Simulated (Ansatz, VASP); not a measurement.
## Two plane-wave programs on SrCuB5

Contents of INCAR:

```
  PREC = Accurate
  ENCUT = 600
  EDIFF = 1E-6
  ISMEAR = 0
  SIGMA = 0.1
  LREAL = False
  LASPH = True
  NELM = 100
  ALGO = Normal
  ISIF = 3
  LWAVE = False
  LCHARG = False
  GGA = PE
  IBRION = 2
  NSW = 100
  EDIFFG = -0.01
```

KPOINTS

```
regular mesh
0
Gamma
  12 12 8
```

The input POSCAR:

```
SrCuB5
1.0
    4.5396273868      0.0000000000      0.0000000000
   -2.2698136934      3.9314326407      0.0000000000
    0.0000000000      0.0000000000      5.7235119165
Sr Cu B
1 1 5
Direct
    0.6666666667      0.3333333333      0.6960492865
    0.0000000000      0.0000000000      0.1609541332
    0.4600201291      0.9200402583      0.2306917071
    0.0799597417      0.5399798709      0.2306917071
    0.4600201291      0.5399798709      0.2306917071
    0.3333333333      0.6666666667      0.4802618335
    0.6666666667      0.3333333333      0.1975733054
```

Input for Ansatz:

```yaml
crystal:
  lattice:
    - [4.5396273868, 0.0, 0.0]
    - [-2.2698136934, 3.9314326407, 0.0]
    - [0.0, 0.0, 5.7235119165]
  atoms:
    - { symbol: Sr, position: [0.6666666667, 0.3333333333, 0.6960492865] }
    - { symbol: Cu, position: [0.0, 0.0, 0.1609541332] }
    - { symbol: B, position: [0.4600201291, 0.9200402583, 0.2306917071] }
    - { symbol: B, position: [0.0799597417, 0.5399798709, 0.2306917071] }
    - { symbol: B, position: [0.4600201291, 0.5399798709, 0.2306917071] }
    - { symbol: B, position: [0.3333333333, 0.6666666667, 0.4802618335] }
    - { symbol: B, position: [0.6666666667, 0.3333333333, 0.1975733054] }
basis:
  ecutwfc: 420
kpoints:
  mp_grid: { grid: [12, 12, 8] }
hamiltonian:
  xc: pbe
scf:
  occupations: { method: gaussian, width: 0.1 }
output:
  forces: true
  stress: true
  eigenvalues: true
  write_density: true
  write_potential: true
  elf: true
  volumetric_format: npy
relax:
  adjacent_minimum: "off"
  f_tol: 0.01
  max_steps: 80
  cell: { stress_tol: 0.05 }
```

Alike in both runs: task relaxation of cell and atoms; functional PBE; k mesh 12 × 12 × 8; occupations gaussian, width 0.1 eV; no spin polarisation.

|  | VASP | Ansatz |
| --- | --- | --- |
| version | VASP 6.6.1 | Ansatz 0.2.0 |
| potentials or method | VASP PAW PBE potentials, release 64 (Sr_sv, Cu, B), cutoff 600 eV | scalar-relativistic, plane waves, PAW |
| valence electrons in the cell | 36 | 44 |

|  | VASP | Ansatz | Ansatz less VASP |
| --- | --- | --- | --- |
| gap on the k mesh at the Fermi level, each at its own relaxed structure (eV) | none | none | - |
| relaxed volume (Å³/atom) | 14.61 | 14.59 | -0.025 |
| relaxed length of the cell vector where the two differ most in proportion (Å) | 5.723 | 5.716 | -0.0069 |

A gap of «none» marks a metal or a gap that the smearing closes. VASP's potentials hold 36 valence electrons a cell and Ansatz's 44, so a difference there can come from the potentials and not from the codes.
